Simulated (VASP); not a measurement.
## Li4F: single point with PBE

Li4F:

```xyz
5
Lattice="4.2671 0.0000 0.0000 0.0000 4.2671 0.0000 0.0000 0.0000 4.2671" Properties=species:S:1:pos:R:3 pbc="T T T"
Li    2.1335    2.1335    2.1335
Li    2.1335    0.0000    0.0000
Li    0.0000    2.1335    0.0000
Li    0.0000    0.0000    2.1335
F     0.0000    0.0000    0.0000
```

```json
{
  "Program": "VASP 6.6.1",
  "Task": "single point",
  "Functional": "PBE",
  "Potentials or basis": "VASP PAW PBE potentials, release 64 (Li_sv, F)",
  "Cutoff": "520 eV",
  "k mesh": "4 × 4 × 4",
  "Occupations": "gaussian, width 0.1 eV",
  "Spin": "collinear spin, ferromagnetic start",
  "Starting moments": "[0.0, 0.0, 0.0, 0.0, 1.0] μB",
  "Dipole correction": "no",
  "Further INCAR settings": "ALGO = Normal; EDIFF = 1e-06; NBANDS = 22"
}
```

```json
{"Net moment": "0.00 μB per cell", "Valence electrons inside the program's atomic spheres": "Li 2.09, 2.06; F 6.08"}
```

Levels at points of the mesh, in eV from the Fermi level:
Spin up:
| k point | band 6 | band 7 | band 8 | band 9 | band 10 | band 11 | band 12 | band 13 |
| --- | --- | --- | --- | --- | --- | --- | --- | --- |
| (0.00, 0.00, 0.00) | -6.54 | -6.54 | -6.54 | -2.80 | 2.73 | 2.73 | 2.73 | 4.72 |
| (0.50, 0.00, 0.00) | -6.57 | -6.49 | -6.49 | -1.22 | -0.76 | 3.47 | 3.47 | 4.40 |
| (0.50, 0.50, 0.00) | -6.46 | -6.46 | -6.45 | -0.67 | 0.24 | 0.24 | 2.62 | 5.44 |
| (0.50, 0.50, 0.50) | -6.37 | -6.37 | -6.37 | -0.15 | -0.15 | -0.15 | 2.98 | 4.57 |
Spin down:
| k point | band 5 | band 6 | band 7 | band 8 | band 9 | band 10 | band 11 | band 12 | band 13 | band 14 |
| --- | --- | --- | --- | --- | --- | --- | --- | --- | --- | --- |
| (0.00, 0.00, 0.00) | -24.64 | -6.54 | -6.54 | -6.54 | -2.80 | 2.73 | 2.73 | 2.73 | 4.72 | 4.72 |
| (0.50, 0.00, 0.00) | -24.65 | -6.57 | -6.49 | -6.49 | -1.22 | -0.76 | 3.47 | 3.47 | 4.40 | 5.44 |
| (0.50, 0.50, 0.00) | -24.66 | -6.46 | -6.46 | -6.45 | -0.67 | 0.24 | 0.24 | 2.62 | 5.44 | 5.44 |
| (0.50, 0.50, 0.50) | -24.68 | -6.37 | -6.37 | -6.37 | -0.15 | -0.15 | -0.15 | 2.98 | 4.57 | 4.82 |

Run time: 12 s on 1 thread of Intel(R) Xeon(R) 6975P-C (Granite Rapids), with other jobs on the host, peak memory 0.2 GiB.

Caveat: the k points lie up to 0.37 Å⁻¹ apart.
